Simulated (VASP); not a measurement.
Runs of VASP 6.6.1 on ZrB2. The structure is that of space group P6/mmm (No. 191), or close to it. The cells are those of the table. 

| task | cell | gap on the mesh (eV) | pressure (GPa) |
| --- | --- | --- | --- |
| single point | a = 3.165, b = 3.192, c = 3.520 Å, angles 90.4, 91.1, 120.9°, 3 atoms | none | (a) |
| electric field gradients | a = 3.227, b = 3.227, c = 3.589 Å, angles 90.0, 90.0, 120.0°, 3 atoms | none | -10.4 |
| single point | a = 3.165, b = 3.165, c = 3.450 Å, angles 90.0, 90.0, 120.0°, 3 atoms | none | 7.6 |
| electric field gradients | a = 3.165, b = 3.165, c = 3.626 Å, angles 90.0, 90.0, 120.0°, 3 atoms | none | -3.9 |
| single point | a = 3.165, b = 3.165, c = 3.626 Å, angles 90.0, 90.0, 120.0°, 3 atoms | none | -3.9 |

Alike in all rows: level PBE; potentials or basis VASP PAW PBE potentials, release 64 (Zr_sv, B); no spin polarisation; k mesh 12 × 12 × 9; cutoff (eV) 520; smearing fermi-dirac 0.05 eV.

Q: Estimate the missing entries.

A: (a) 2.9.

Caveats: the cell stands under tension (at least some runs); the cell stands under pressure (at least some runs).

A k mesh can miss the band edges, and the runs leave out spin-orbit coupling on Zr.

A gap of «none» marks levels without a gap at the run's occupations.
